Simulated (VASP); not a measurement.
# Zn5CdS6 in VASP: further runs

The runs below take Zn5CdS6 through single point, with PBE.

All numbers are computed with VASP 6.6.1; they aren't measurements. Logs are shortened: lines on timing, memory, paths and dates and some standing lists are left out, and cuts for length are marked.

### 1 The cell of the first run

Symmetry: P31m, No. 157, trigonal system. Conventional cell: a = 6.758 Å, b = 6.758 Å, c = 6.387 Å, α = 90.00°, β = 90.00°, γ = 120.00°. Within 3.1 Å of Zn (site symmetry m) lie 4 S at 2.36 to 2.38 Å. Within 3.1 Å of Zn (site symmetry 3) lie 4 S at 2.34 to 2.37 Å. Within 3.4 Å of Cd (site symmetry 3m) lie 4 S at 2.54 to 2.56 Å. Within 3.1 Å of S (site symmetry m) lie 3 Zn at 2.34 to 2.36 Å and 1 Cd at 2.54 Å. S (site symmetry 3m) has 3 Zn at 2.38 Å and 1 Cd at 2.56 Å within 3.1 Å. Within 3.1 Å of S (site symmetry 3) lie 4 Zn at 2.37 to 2.38 Å.

### 2 Single point, PBE

Contents of INCAR:

```
SYSTEM = Zn5CdS6
  PREC = Accurate
  ENCUT = 520
  EDIFF = 1E-7
  ISMEAR = 0
  SIGMA = 0.1
  LREAL = .FALSE.
  LASPH = .TRUE.
  NELM = 80
  ALGO = Normal
  ISIF = 2
  LWAVE = .FALSE.
  LCHARG = .FALSE.
  GGA = PE
  NBANDS = 66
```

Contents of KPOINTS:

```
Automatic mesh
0
G
  2 3 3
  0 0 0
```

Contents of POSCAR:

```
Zn5CdS6
1.0
    0.0000000000      0.0000000000      6.3871779981
    6.7584826269      0.0000000000      0.0000000000
   -3.3792413134      5.8530176460      0.0000000000
Zn Cd S
5 1 6
Direct
    0.9996030379      0.6605507339      0.0000000000
    0.9996030379      0.3394492661      0.3394492661
    0.9996030379      0.0000000000      0.6605507339
    0.5003829872      0.6666666667      0.3333333333
    0.5003829872      0.3333333333      0.6666666667
    0.5007161439      0.0000000000      0.0000000000
    0.3689554752      0.6453985147      0.0000000000
    0.3689554752      0.3546014853      0.3546014853
    0.3689554752      0.0000000000      0.6453985147
    0.9007391271      0.0000000000      1.0000000000
    0.8710516078      0.6666666667      0.3333333333
    0.8710516078      0.3333333333      0.6666666667
```

Potentials or basis: VASP PAW PBE potentials, release 64 (Zn, Cd, S).

Launch:

```sh
$ cat potpaw_PBE.64/Zn/POTCAR potpaw_PBE.64/Cd/POTCAR potpaw_PBE.64/S/POTCAR > POTCAR
$ mpirun -np 1 vasp_std > vasp.out
```

OUTCAR:

```text
SYSTEM = Zn5CdS6
   PREC = Accurate
   ENCUT = 520
   EDIFF = 1E-7
   ISMEAR = 0
   LREAL = .FALSE.
   LASPH = .TRUE.
   NELM = 80
   ISIF = 2
   GGA = PE

 ion  position               nearest neighbor table
   1  1.000  0.661  0.000-   7 2.36  11 2.38  12 2.38  10 2.38
   2  1.000  0.339  0.339-   8 2.36  11 2.38  12 2.38  10 2.38
   3  1.000  0.000  0.661-   9 2.36  12 2.38  11 2.38  10 2.38
   4  0.500  0.667  0.333-   7 2.34   9 2.34   8 2.34  11 2.37
   5  0.500  0.333  0.667-   9 2.34   7 2.34   8 2.34  12 2.37
   6  0.501  0.000  0.000-   7 2.54   9 2.54   8 2.54  10 2.56
   7  0.369  0.645  0.000-   4 2.34   5 2.34   1 2.36   6 2.54
   8  0.369  0.355  0.355-   4 2.34   5 2.34   2 2.36   6 2.54
   9  0.369  0.000  0.645-   5 2.34   4 2.34   3 2.36   6 2.54
  10  0.901  0.000  0.000-   1 2.38   3 2.38   2 2.38   6 2.56
  11  0.871  0.667  0.333-   4 2.37   1 2.38   3 2.38   2 2.38
  12  0.871  0.333  0.667-   5 2.37   3 2.38   1 2.38   2 2.38

  LATTYP: Found a hexagonal cell.
 ALAT       =     6.7584826269
 C/A-ratio  =     0.9450609480

  Lattice vectors:

 A1 = (   6.7584826269,   0.0000000000,   0.0000000000)
 A2 = (  -3.3792413134,   5.8530176460,   0.0000000000)
 A3 = (   0.0000000000,   0.0000000000,   6.3871779981)

Analysis of symmetry for initial positions (statically):
=====================================================================
 Subroutine PRICEL returns:
 Original cell was already a primitive cell.

 Routine SETGRP: Setting up the symmetry group for a
 hexagonal supercell.

 Subroutine GETGRP returns: Found  6 space group operations
 (whereof  6 operations were pure point group operations)
 out of a pool of 24 trial point group operations.

The static configuration has the point symmetry C_3v.

Analysis of symmetry for dynamics (positions and initial velocities):
=====================================================================
 Subroutine PRICEL returns:
 Original cell was already a primitive cell.

 Routine SETGRP: Setting up the symmetry group for a
 hexagonal supercell.

 Subroutine GETGRP returns: Found  6 space group operations
 (whereof  6 operations were pure point group operations)
 out of a pool of 24 trial point group operations.

The dynamic configuration has the point symmetry C_3v.

 Subroutine INISYM returns: Found  6 space group operations
 (whereof  6 operations are pure point group operations),
 and found     1 'primitive' translations

----------------------------------------------------------------------------------------

[... 108 lines left out ...]
   ISMEAR =     0;   SIGMA  =   0.10  broadening in eV -4-tet -1-fermi 0-gaus
   EFERMI_NEDOS =   21; number of points for ismear=-14 and -15
   IALGO  =     38    algorithm
   IMIX   =      4    mixing-type and parameters
     AMIX     =   0.40;   BMIX     =  1.00
     AMIX_MAG =   1.60;   BMIX_MAG =  1.00
  volume/ion in A,a.u.               =      21.06       142.09
  Fermi-wavevector in a.u.,A,eV,Ry     =   1.233209  2.330427 20.691805  1.520805
  Thomas-Fermi vector in A             =   2.367949
   LORBIT       =      0    0 simple, 1 ext, 2 COOP (PROOUT), +10 PAW based schemes
   GGA     = PE    functional components
   LHFCALC =     F    Hartree Fock is set to
   AEXX    =    0.0000 exact exchange contribution
   IVDW    =     0    specifies the selected vdW correction
   LEPSILON=     F    determine dielectric tensor
   LRPA    =     F    only Hartree local field effects (RPA)
 non-spin polarized calculation
 Gauss-broadening in eV      SIGMA  =   0.10
  energy-cutoff  :      520.00
  volume of cell :      252.66
 maximum number of plane-waves:      6834
 NGX is ok and might be reduce to    48
   NGX = 23   NGY = 25   NGZ = 25

 number of electron     108.0000078 magnetization

 Free energy of the ion-electron system (eV)
  ---------------------------------------------------
  ext. energy  EPLUGINS =         0.00000000
  ---------------------------------------------------
  free energy    TOTEN  =       -40.30052582 eV

  energy without entropy =      -40.30052582  energy(sigma->0) =      -40.30052582

 E-fermi :   2.2142     XC(G=0):  -9.4280

 val. band max:        1.7592316408   @ k =   0.0000   0.0000   0.0000
 cond. band min:       3.5984811453   @ k =   0.0000   0.0000   0.0000
 fundamental gap:      1.8392495045
 Fermi energy:         2.2142301994

 k-point     1 :       0.0000    0.0000    0.0000
  band No.  band energies     occupation
      1     -11.1057      2.00000
      2     -10.3005      2.00000
      3     -10.1157      2.00000
      4     -10.1085      2.00000
      5     -10.1085      2.00000
      6     -10.0743      2.00000
[... 403 lines left out ...]
     65       7.5539      0.00000
     66       7.5539      0.00000

------------------------ aborting loop because EDIFF is reached ----------------------------------------

  FORCE on cell =-STRESS in cart. coord.  units (eV):
  Direction    XX          YY          ZZ          XY          YZ          ZX
  --------------------------------------------------------------------------------------
  -------------------------------------------------------------------------------------
  Total        0.2792265      0.2792265      0.2322591      0.0000000      0.0000000     -0.0000000
  in kB        1.7706357      1.7706357      1.4728050      0.0000000      0.0000000     -0.0000000
  external PRESSURE =       1.6713588 kB  Pullay stress =       0.0000000 kB

 VOLUME and BASIS-vectors are now :
 -----------------------------------------------------------------------------
  energy-cutoff  :      520.00
  volume of cell :      252.66
      direct lattice vectors                 reciprocal lattice vectors
     0.000000000  0.000000000  6.387177998     0.000000000  0.000000000  0.156563666
     6.758482627  0.000000000  0.000000000     0.147962206  0.085426020  0.000000000
    -3.379241313  5.853017646  0.000000000     0.000000000  0.170852039  0.000000000

 POSITION                                       TOTAL-FORCE (eV/Angst)
 -----------------------------------------------------------------------------------
      4.46432      0.00000      6.38464        -0.002747      0.000000     -0.003890
      1.14708      1.98680      6.38464         0.001374      0.002379     -0.003890
     -2.23216      3.86622      6.38464         0.001374     -0.002379     -0.003890
      3.37924      1.95101      3.19604         0.000000     -0.000000      0.013733
     -0.00000      3.90201      3.19604         0.000000      0.000000      0.013733
      0.00000      0.00000      3.19816         0.000000      0.000000      0.004599
      4.36191      0.00000      2.35658        -0.005753      0.000000     -0.013103
      1.19828      2.07549      2.35658         0.002876      0.004982     -0.013103
     -2.18096      3.77753      2.35658         0.002876     -0.004982     -0.013103
      0.00000      0.00000      5.75318         0.000000      0.000000      0.016835
      3.37924      1.95101      5.56356         0.000000     -0.000000      0.001040
     -0.00000      3.90201      5.56356         0.000000      0.000000      0.001040
 -----------------------------------------------------------------------------------
    total drift:                                0.000012     -0.000012     -0.001160

  FREE ENERGIE OF THE ION-ELECTRON SYSTEM (eV)
  ---------------------------------------------------
  free  energy   TOTEN  =       -40.3005258186 eV

  energy  without entropy=      -40.3005258186  energy(sigma->0) =      -40.30052582
```

stdout:

```text
POSCAR found type information on POSCAR ZnCdS
 POSCAR found :  3 types and      12 ions
 scaLAPACK will be used
 LDA part: xc-table for (Slater+PW92), standard interpolation
 POSCAR, INCAR and KPOINTS ok, starting setup
 FFT: planning ... GRIDC
 FFT: planning ... GRID_SOFT
 FFT: planning ... GRID
 WAVECAR not read
 entering main loop
```

Wall time 2.3 min (1 thread of Intel Xeon Platinum 8259CL at 2.50GHz (Skylake/Cascade Lake), shared host); peak memory 0.37 GiB.

Results:

```yaml
Free_energy: -40.3005 eV
Pressure: 0.2 GPa
Largest_force: 0.017 eV/Å
Band_gap_on_the_k_mesh: 1.84 eV
```

Forces in eV/Å, atoms in the order of the input:
```
Zn  -0.003  0.000 -0.004
Zn   0.001  0.002 -0.004
Zn   0.001 -0.002 -0.004
Zn   0.000  0.000  0.014
Zn   0.000  0.000  0.014
Cd   0.000  0.000  0.005
S   -0.006  0.000 -0.013
S    0.003  0.005 -0.013
S    0.003 -0.005 -0.013
S    0.000  0.000  0.017
S    0.000  0.000  0.001
S    0.000  0.000  0.001
```

Caveat: the k points lie up to 0.49 Å⁻¹ apart.

### 3 Single point, PBE

This run uses another cell than the first one, of 19.91 Å³/atom.

Contents of INCAR:

```
SYSTEM = Zn5CdS6
ALGO = Normal ; EDIFF = 1E-6
ENCUT = 520 ; GGA = PE
ISIF = 2 ; ISMEAR = 0
LASPH = .TRUE. ; LCHARG = .FALSE.
LREAL = .FALSE. ; LWAVE = .FALSE.
NBANDS = 66 ; NELM = 100
PREC = Accurate ; SIGMA = 0.1
```

Contents of KPOINTS:

```
k-points
0
G
  3 3 4
  0 0 0
```

Contents of POSCAR:

```
Zn5CdS6
1.0
    6.6522353000      0.0000000000      0.0000000000
   -3.3261176500      5.7610047600      0.0000000000
    0.0000000000      0.0000000000      6.2348415700
Zn Cd S
5 1 6
Direct
    0.6666666700      0.0000000000      0.0000000000
    0.3333333300      0.3333333300      0.0000000000
    0.0000000000      0.6666666700      0.0000000000
    0.6666666700      0.3333333300      0.5000000000
    0.3333333300      0.6666666700      0.5000000000
    0.0000000000      0.0000000000      0.5000000000
    0.6666666700      0.0000000000      0.3750000000
    0.3333333300      0.3333333300      0.3750000000
    0.0000000000      0.6666666700      0.3750000000
    0.0000000000      0.0000000000      0.8750000000
    0.6666666700      0.3333333300      0.8750000000
    0.3333333300      0.6666666700      0.8750000000
```

Potentials or basis: VASP PAW PBE potentials, release 64 (Zn, Cd, S).

Launch:

```sh
$ cat potpaw_PBE.64/Zn/POTCAR potpaw_PBE.64/Cd/POTCAR potpaw_PBE.64/S/POTCAR > POTCAR
$ mpirun -np 1 vasp_std > vasp.out
```

Wall time 3.9 min (1 thread of Intel Xeon Platinum 8259CL at 2.50GHz (Skylake/Cascade Lake), shared host); peak memory 0.4 GiB.

The run converged. Its results:

```yaml
Free_energy: -39.5585 eV
Pressure: 5.4 GPa
Largest_force: 2.027 eV/Å
Band_gap_on_the_k_mesh: 2.08 eV
```

Forces in eV/Å, atoms in the order of the input:
```
Zn  -0.022  0.000 -0.002
Zn   0.011  0.019 -0.002
Zn   0.011 -0.019 -0.002
Zn   0.000  0.000 -0.095
Zn   0.000  0.000 -0.095
Cd   0.000  0.000 -0.145
S   -1.797  0.000 -0.575
S    0.899  1.556 -0.575
S    0.899 -1.556 -0.575
S    0.000  0.000  2.027
S    0.000  0.000  0.019
S    0.000  0.000  0.019
```

Stress tensor (GPa, compression positive):
```
4.95 0.00 0.00
0.00 4.95 0.00
0.00 0.00 6.35
```

Levels at points of the mesh, in eV from the valence-band top:
```tsv
k point	band 50	band 51	band 52	band 53	band 54	band 55	band 56	band 57	band 58	band 59
(0.00, 0.00, 0.00)	-0.96	-0.96	-0.05	0.00	0.00	2.08	3.00	4.28	4.28	5.70
(0.00, 0.00, 0.50)	-1.24	-0.59	-0.59	-0.41	-0.41	3.35	3.50	4.43	4.46	4.46
```

Caveat: the cell stands under pressure; forces of over 1 eV/Å act on the atoms, so gaps and moduli don't describe the material at rest.

### 4 Single point, PBE

Contents of INCAR:

```
SYSTEM = Zn5CdS6
PREC = Accurate
ENCUT = 520
EDIFF = 1E-6
ISMEAR = 0
SIGMA = 0.1
LREAL = .FALSE.
LASPH = .TRUE.
NELM = 60
ALGO = Normal
ISIF = 2
LWAVE = .FALSE.
LCHARG = .TRUE.
GGA = PE
LELF = .TRUE.
LVHAR = .TRUE.
NBANDS = 66
```

Contents of KPOINTS:

```
Automatic mesh
0
G
  3 3 4
  0 0 0
```

Contents of POSCAR:

```
Zn5CdS6
1.0
    6.7600904105      0.0000000000      0.0000000000
   -3.3800452052      5.8544100274      0.0000000000
    0.0000000000      0.0000000000      6.3832231129
Zn Cd S
5 1 6
Direct
    0.6605393613      0.0000000000     -0.0004072697
    0.3394606387      0.3394606387     -0.0004072697
    0.0000000000      0.6605393613     -0.0004072697
    0.6666666667      0.3333333333      0.5001091196
    0.3333333333      0.6666666667      0.5001091196
    0.0000000000      0.0000000000      0.5009490834
    0.6451851107      0.0000000000      0.3690823923
    0.3548148893      0.3548148893      0.3690823923
    0.0000000000      0.6451851107      0.3690823923
    0.0000000000      0.0000000000      0.9009991902
    0.6666666667      0.3333333333      0.8709040599
    0.3333333333      0.6666666667      0.8709040599
```

Launch:

```sh
$ cat potpaw_PBE.64/Zn/POTCAR potpaw_PBE.64/Cd/POTCAR potpaw_PBE.64/S/POTCAR > POTCAR
$ mpirun -np 1 vasp_std > vasp.out
```

Wall time 3.9 min (1 thread of Intel Xeon Platinum 8259CL at 2.50GHz (Skylake/Cascade Lake), shared host); peak memory 0.41 GiB.

Results (log left out):

```
Free energy            : -40.3008 eV
Pressure               : 0.2 GPa
Largest force          : 0.020 eV/Å
Band gap on the k mesh : 1.84 eV
```

Forces in eV/Å, atoms in the order of the input:
```
Zn  -0.006  0.000 -0.008
Zn   0.003  0.005 -0.008
Zn   0.003 -0.005 -0.008
Zn   0.000  0.000  0.020
Zn   0.000  0.000  0.020
Cd   0.000  0.000 -0.012
S    0.005  0.000 -0.016
S   -0.003 -0.005 -0.016
S   -0.003  0.005 -0.016
S    0.000  0.000  0.020
S    0.000  0.000  0.012
S    0.000  0.000  0.012
```

Levels at points of the mesh, in eV from the valence-band top:
| k point | band 52 | band 53 | band 54 | band 55 | band 56 | band 57 |
| --- | --- | --- | --- | --- | --- | --- |
| (0.00, 0.00, 0.00) | -0.09 | 0.00 | 0.00 | 1.84 | 2.96 | 4.42 |
| (0.00, 0.00, 0.50) | -0.54 | -0.35 | -0.35 | 3.19 | 3.42 | 4.26 |

### 5 Single point, PBE

Contents of INCAR:

```
PREC = Accurate
ENCUT = 520
EDIFF = 1E-6
ISMEAR = 0
SIGMA = 0.1
LREAL = False
LASPH = True
NELM = 60
ALGO = Normal
ISIF = 2
LWAVE = False
LCHARG = False
GGA = PE
NBANDS = 66
```

Contents of KPOINTS:

```
regular mesh
0
Gamma
  2 3 3
```

Contents of POSCAR:

```
Zn5CdS6
1.0
    0.0004911878      0.0004981306      6.3854269840
    6.7612513265     -0.0024496469      0.0005782963
   -3.3826895240      5.8539371586      0.0001729866
Zn Cd S
5 1 6
Direct
    0.9998181885      0.6596360264     -0.0003754715
    0.9995562428      0.3387722814      0.3384331865
    0.9996093371     -0.0004254813      0.6601990787
    0.5005659797      0.6671677246      0.3339906640
    0.5005352148      0.3341189005      0.6672912419
    0.5000133179      0.0005005354      0.0003128007
    0.3688465804      0.6460692544      0.0007891146
    0.3689192772      0.3553758044      0.3553157120
    0.3688432576      0.0007679194      0.6457876374
    0.9006898178     -0.0009268114      0.9992392364
    0.8713055062      0.6662730867      0.3329010031
    0.8712972804      0.3326707594      0.6661157962
```

Launch:

```sh
$ cat potpaw_PBE.64/Zn/POTCAR potpaw_PBE.64/Cd/POTCAR potpaw_PBE.64/S/POTCAR > POTCAR
$ mpirun -np 1 vasp_std > vasp.out
```

Wall time 3 min (1 thread of Intel Xeon Platinum 8259CL at 2.50GHz (Skylake/Cascade Lake), shared host); peak memory 0.4 GiB.

The run converged. Its results:

| Property | Result |
| --- | --- |
| Free energy | -40.3004 eV |
| Pressure | 0.2 GPa |
| Largest force | 0.020 eV/Å |
| Band gap on the k mesh | 1.84 eV |

Forces in eV/Å, atoms in the order of the input:
```
Zn   0.011 -0.005 -0.016
Zn  -0.005  0.013 -0.007
Zn   0.000  0.001 -0.008
Zn   0.003 -0.004  0.012
Zn  -0.004 -0.002  0.014
Cd   0.000  0.001  0.020
S   -0.010 -0.007  0.005
S   -0.001  0.000 -0.009
S   -0.002 -0.005 -0.001
S    0.002  0.008  0.006
S   -0.006  0.003 -0.010
S    0.011 -0.003 -0.006
```

Levels at points of the mesh, in eV from the valence-band top:
```
           k point  band 50  band 51  band 52  band 53  band 54  band 55  band 56  band 57  band 58  band 59
(0.00, 0.00, 0.00)    -0.85    -0.84    -0.09     0.00     0.00     1.84     2.96     4.42     4.42     5.23
(0.50, 0.00, 0.00)    -1.03    -0.54    -0.54    -0.35    -0.35     3.19     3.42     4.25     4.46     4.46
```

Caveat: the k points lie up to 0.49 Å⁻¹ apart.

### 6 Summary

| cell | k mesh | gap on the mesh (eV) | pressure (GPa) | largest force (eV/Å) |
| --- | --- | --- | --- | --- |
| a = 6.387, b = 6.758, c = 6.758 Å, angles 120.0, 90.0, 90.0°, 12 atoms, atomic positions A | 2 × 3 × 3 | 1.84 | 0.2 | 0.02 |
| a = 6.652, b = 6.652, c = 6.235 Å, angles 90.0, 90.0, 120.0°, 12 atoms, atomic positions B | 3 × 3 × 4 | 2.08 | 5.4 | 2.03 |
| a = 6.760, b = 6.760, c = 6.383 Å, angles 90.0, 90.0, 120.0°, 12 atoms, atomic positions C | 3 × 3 × 4 | 1.84 | 0.2 | 0.02 |
| a = 6.385, b = 6.761, c = 6.761 Å, angles 120.0, 90.0, 90.0°, 12 atoms, atomic positions D | 2 × 3 × 3 | 1.84 | 0.2 | 0.02 |

Alike in all rows: task single point; level PBE; potentials or basis VASP PAW PBE potentials, release 64 (Zn, Cd, S); no spin polarisation; cutoff (eV) 520; smearing gaussian 0.1 eV.

Caveats: some runs use coarse meshes; the cell stands under pressure (at least some runs); forces of over 1 eV/Å act on the atoms, so gaps and moduli don't describe the material at rest (at least some runs).

Absolute energies hang on the potentials; compare differences alone.
